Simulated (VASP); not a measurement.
Write the native input for VASP 6.6.1 that does the following.

| Quantity | Value |
| --- | --- |
| Task | single point |
| Functional | PBE |
| Potentials or basis | VASP PAW PBE potentials, release 64 (Sr_sv, Zn, H) |
| Cutoff | 520 eV |
| k mesh | 8 × 8 × 6 |
| Occupations | gaussian, width 0.1 eV |
| Spin | no spin polarisation |
| Dipole correction | no |
| Further INCAR settings | ALGO = Normal; EDIFF = 1e-06; NBANDS = 36 |

The structure of Sr3Zn2H lies in POSCAR:

```
Sr3Zn2H
1.0
    5.1312471778      0.0000000000      0.0000000000
    0.0000000000      5.1312471778      0.0000000000
    0.0000000000      0.0000000000      8.6281284496
Sr Zn H
3 2 1
Direct
    0.5000000000      0.0000000000      0.0252143781
    0.0000000000      0.5000000000      0.0252143781
    0.5000000000      0.5000000000      0.4243283495
    0.5000000000      0.5000000000      0.7989174755
    0.0000000000      0.0000000000      0.2677014624
    0.0000000000      0.0000000000      0.4586259564
```

The cell was generated, and may not be a known phase.

One way to write it, as run:

INCAR

```
PREC     = Accurate       # precision mode
ENCUT    = 520            # plane-wave cutoff, eV
EDIFF    = 1E-6           # SCF threshold, eV
ISMEAR   = 0              # smearing method
SIGMA    = 0.1            # smearing width, eV
LREAL    = False          # projectors in reciprocal space
LASPH    = True           # aspherical terms in the spheres
NELM     = 80             # most SCF steps
ALGO     = Normal         # electronic algorithm
ISIF     = 2              # what is computed and relaxed
LWAVE    = False          # write WAVECAR
LCHARG   = True           # write CHGCAR
GGA      = PE             # functional
LELF     = True           # ELF
LVHAR    = True         
NBANDS   = 36             # bands
```

KPOINTS

```
regular mesh
0
Gamma
  8 8 6
```

Potentials or basis: VASP PAW PBE potentials, release 64 (Sr_sv, Zn, H).

Run with:

```bash
$ cat potpaw_PBE.64/Sr_sv/POTCAR potpaw_PBE.64/Zn/POTCAR potpaw_PBE.64/H/POTCAR > POTCAR
$ mpirun -np 1 vasp_std > vasp.out
```

Results of the run:

```yaml
Pressure: 0.1 GPa
Largest_force: 0.036 eV/Å
Band_gap_on_the_k_mesh: zero (an odd number of electrons rules out a gap without spin polarisation)
```

Wall time 4.2 min on 1 thread of AMD EPYC 9R45 96-Core Processor (Zen 5) (shared host), peak memory 0.58 GiB.
